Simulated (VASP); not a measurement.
# Zn (P6_3/mmc) in VASP: a series of runs, part 2 of 2

VASP 6.6.1. Earlier steps stand in the parts before.

## Step 3: Single point, PBE

The input, INCAR:

```
ALGO = Normal ; EDIFF = 1E-7
ENCUT = 520 ; GGA = PE
ISIF = 2 ; ISMEAR = -1
LASPH = T ; LCHARG = F
LREAL = F ; LWAVE = F
NBANDS = 19 ; NELM = 60
PREC = Accurate ; SIGMA = 0.1
```

The input, KPOINTS:

```
k-points
0
Gamma
  13 13 7
```

The input, POSCAR:

```
Zn
1.0
    2.6556371459      0.0000000000      0.0000000000
   -1.3278185730      2.2998492316      0.0000000000
    0.0000000000      0.0000000000      4.9624610753
Zn
2
Direct
    0.3333333333      0.6666666667      0.2500000000
    0.6666666667      0.3333333333      0.7500000000
```

Potentials or basis: VASP PAW PBE potentials, release 64 (Zn).

On the command line:

```bash
$ cat potpaw_PBE.64/Zn/POTCAR > POTCAR
$ mpirun -np 1 vasp_std > vasp.out
```

OUTCAR:

```text
EDIFF = 1E-7
   ENCUT = 520
   GGA = PE
   ISIF = 2
   ISMEAR = -1
   LASPH = T
   LREAL = F
   NELM = 60
   PREC = Accurate

 ion  position               nearest neighbor table
   1  0.333  0.667  0.250-   2 2.92   2 2.92   2 2.92   2 2.92   2 2.92   2 2.92
   2  0.667  0.333  0.750-   1 2.92   1 2.92   1 2.92   1 2.92   1 2.92   1 2.92

  LATTYP: Found a hexagonal cell.
 ALAT       =     2.6556371459
 C/A-ratio  =     1.8686517783

  Lattice vectors:

 A1 = (   2.6556371459,   0.0000000000,   0.0000000000)
 A2 = (  -1.3278185730,   2.2998492316,   0.0000000000)
 A3 = (   0.0000000000,   0.0000000000,   4.9624610753)

Analysis of symmetry for initial positions (statically):
=====================================================================
 Subroutine PRICEL returns:
 Original cell was already a primitive cell.

 Routine SETGRP: Setting up the symmetry group for a
 hexagonal supercell.

 Subroutine GETGRP returns: Found 24 space group operations
[... 154 lines left out ...]
 NGX is ok and might be reduce to    20
   NGX =  9   NGY =  9   NGZ = 19

 number of electron      24.0000020 magnetization

 Free energy of the ion-electron system (eV)
  ---------------------------------------------------
  ext. energy  EPLUGINS =         0.00000000
  ---------------------------------------------------
  free energy    TOTEN  =        -2.23388501 eV

  energy without entropy =       -2.22216007  energy(sigma->0) =       -2.22802254

 E-fermi :   3.0149     XC(G=0): -11.5693

 val. band max:        2.9731846083   @ k =   0.3077   0.0000   0.0000
 cond. band min:       3.0388973047   @ k =   0.3846   0.0769   0.0000
 fundamental gap:      0.0657126964
 Fermi energy:         3.0148834386

 k-point     1 :       0.0000    0.0000    0.0000
  band No.  band energies     occupation
      1      -7.2943      2.00000
      2      -5.5020      2.00000
      3      -4.7999      2.00000
      4      -4.5582      2.00000
      5      -4.5582      2.00000
      6      -4.5095      2.00000
[... 505 lines left out ...]
      6      -4.4037      2.00000
[... 11 lines left out ...]
     18      19.9308      0.00000
     19      22.0809      0.00000

 [... further k-points ...]
[... 5 lines left out ...]
  --------------------------------------------------------------------------------------
  -------------------------------------------------------------------------------------
  Total        0.0805358      0.0805358      0.0433874     -0.0000000     -0.0000000      0.0000000
  in kB        4.2573004      4.2573004      2.2935560     -0.0000000     -0.0000000      0.0000000
  external PRESSURE =       3.6027189 kB  Pullay stress =       0.0000000 kB

 VOLUME and BASIS-vectors are now :
 -----------------------------------------------------------------------------
  energy-cutoff  :      520.00
  volume of cell :       30.31
      direct lattice vectors                 reciprocal lattice vectors
     2.655637146  0.000000000  0.000000000     0.376557468  0.217405556  0.000000000
    -1.327818573  2.299849232  0.000000000     0.000000000  0.434811111  0.000000000
     0.000000000  0.000000000  4.962461075     0.000000000  0.000000000  0.201512916

 POSITION                                       TOTAL-FORCE (eV/Angst)
 -----------------------------------------------------------------------------------
     -0.00000      1.53323      1.24062        -0.000000     -0.000000      0.000000
      1.32782      0.76662      3.72185         0.000000      0.000000      0.000000
 -----------------------------------------------------------------------------------
    total drift:                               -0.000000      0.000000      0.000000

  FREE ENERGIE OF THE ION-ELECTRON SYSTEM (eV)
  ---------------------------------------------------
  free  energy   TOTEN  =        -2.2338850126 eV

  energy  without entropy=       -2.2221600704  energy(sigma->0) =       -2.22802254
```

OSZICAR:

```text
N       E                     dE             d eps       ncg     rms          rms(c)
DAV:   1     0.115279567542E+03    0.11528E+03   -0.12500E+04  3299   0.200E+03
DAV:   2     0.297919833153E+01   -0.11230E+03   -0.10825E+03  3210   0.299E+02
DAV:   3    -0.241168786852E+01   -0.53909E+01   -0.53702E+01  3570   0.710E+01
DAV:   4    -0.244514066360E+01   -0.33453E-01   -0.33444E-01  3514   0.580E+00
DAV:   5    -0.244518232410E+01   -0.41660E-04   -0.41660E-04  3520   0.186E-01    0.401E+00
DAV:   6    -0.224730966452E+01    0.19787E+00   -0.77750E-01  3551   0.186E+01    0.301E+00
DAV:   7    -0.223830027099E+01    0.90094E-02   -0.26400E-02  3978   0.272E+00    0.155E+00
DAV:   8    -0.223387104808E+01    0.44292E-02   -0.18000E-03  4386   0.644E-01    0.473E-02
DAV:   9    -0.223388202828E+01   -0.10980E-04   -0.22982E-04  4307   0.192E-01    0.350E-02
DAV:  10    -0.223388552423E+01   -0.34959E-05   -0.21441E-05  3384   0.532E-02    0.290E-03
DAV:  11    -0.223388535279E+01    0.17144E-06   -0.89228E-08  2977   0.366E-03    0.179E-03
DAV:  12    -0.223388500454E+01    0.34825E-06   -0.21357E-08  1917   0.249E-03    0.106E-04
DAV:  13    -0.223388501260E+01   -0.80563E-08   -0.85118E-09  1800   0.836E-04
   1 F= -.22338850E+01 E0= -.22280225E+01  d E =-.117249E-01
```

Run time: 21 s. Hardware: 1 thread of Intel Xeon 6975P-C (Granite Rapids), shared host; peak memory 0.16 GiB.

What came out:

| Quantity | Value |
| --- | --- |
| Free energy | -2.2339 eV |
| Pressure | 0.4 GPa |
| Band gap on the k mesh | zero (band 12 reaches 4.24 eV, above the bottom of band 13 at 0.02 eV) |

Stress tensor (GPa, compression positive):
```
0.43 0.00 0.00
0.00 0.43 0.00
0.00 0.00 0.23
```

## Step 4: Relaxation of cell and atoms, PBE

This run uses another cell than the first one, of 15.21 Å³/atom, 1.004 times its volume.

The input, INCAR:

```
SYSTEM = Zn
ALGO = Normal
EDIFF = 1E-7
EDIFFG = -0.01
ENCUT = 600
GGA = PE
IBRION = 2
ISIF = 3
ISMEAR = -1
LASPH = .True.
LCHARG = .False.
LREAL = .False.
LWAVE = .False.
NELM = 60
NSW = 80
PREC = Accurate
SIGMA = 0.1
```

The input, KPOINTS:

```
k-points
0
Gamma
  13 13 7
  0 0 0
```

The input, POSCAR:

```
Zn
1.0
    2.6647980532      0.0000000000      0.0000000000
   -1.3323990266      2.3077828100      0.0000000000
    0.0000000000      0.0000000000      4.9467000000
Zn
2
Direct
    0.3333333333      0.6666666667      0.2500000000
    0.6666666667      0.3333333333      0.7500000000
```

On the command line:

```bash
$ cat potpaw_PBE.64/Zn/POTCAR > POTCAR
$ mpirun -np 1 vasp_std > vasp.out
```

Run time: 49 s. Hardware: 1 thread of Intel Xeon 6975P-C (Granite Rapids), shared host; peak memory 0.18 GiB.

The run converged. Its results:

```
Free energy                            : -2.2335 eV
Relaxed volume                         : 15.20 Å³/atom
Relaxed cell                           : a = 2.660 Å, b = 2.660 Å, c = 4.961 Å, α = 90.00°, β = 90.00°, γ = 120.00°
Space group after relaxing (to 0.05 Å) : P6_3/mmc (No. 194)
Energy gained by relaxing              : 0.1 meV/atom
Ionic steps                            : 4
Pressure after relaxing                : 0.0 GPa
Band gap on the k mesh                 : zero (band 12 reaches 4.21 eV, above the bottom of band 13 at 0.02 eV)
```

The path:
| step | energy change (eV) | largest force (eV/Å) | pressure (GPa) | volume (Å³) |
| --- | --- | --- | --- | --- |
| 1 | 0.0000 | 0.0000 | -0.13 | 30.42 |
| 2 | -0.0001 | 0.0000 | 0.07 | 30.37 |
| 3 | -0.0001 | 0.0000 | 0.16 | 30.36 |
| 4 | -0.0001 | 0.0000 | 0.02 | 30.40 |

Final structure:
```
Zn
1.0
     2.65979    0.00000    0.00000
    -1.32989    2.30344    0.00000
     0.00000    0.00000    4.96112
Zn
2
Direct
  0.33333 0.66667 0.25000
  0.66667 0.33333 0.75000
```

Levels at points of the mesh, in eV from the Fermi level:
```tsv
k point	band 8	band 9	band 10	band 11	band 12	band 13	band 14	band 15	band 16
(0.00, 0.00, 0.00)	-7.19	-7.19	-6.99	-6.99	-3.54	-2.98	13.58	17.25	17.65
```

## Step 5: The runs side by side

| task | cell | k mesh | cutoff (eV) | smearing | gap on the mesh (eV) | pressure (GPa) |
| --- | --- | --- | --- | --- | --- | --- |
| single point | a = 2.656, b = 2.656, c = 4.962 Å, angles 90.0, 90.0, 120.0°, 2 atoms | 14 × 14 × 7 | 520 | fermi-dirac 0.3 eV | none | 1.0 |
| single point | a = 2.656, b = 2.656, c = 4.962 Å, angles 90.0, 90.0, 120.0°, 2 atoms | 13 × 13 × 7 | 520 | fermi-dirac 0.1 eV | none | 0.4 |
| relaxation of cell and atoms | relaxed from a = 2.665, b = 2.665, c = 4.947 Å, angles 90.0, 90.0, 120.0°, 2 atoms | 13 × 13 × 7 | 600 | fermi-dirac 0.1 eV | none | 0.0 |

Alike in all rows: level PBE; potentials or basis VASP PAW PBE potentials, release 64 (Zn); no spin polarisation.

Total energies depend on the potentials used, so only differences within one code and one set of settings carry meaning.
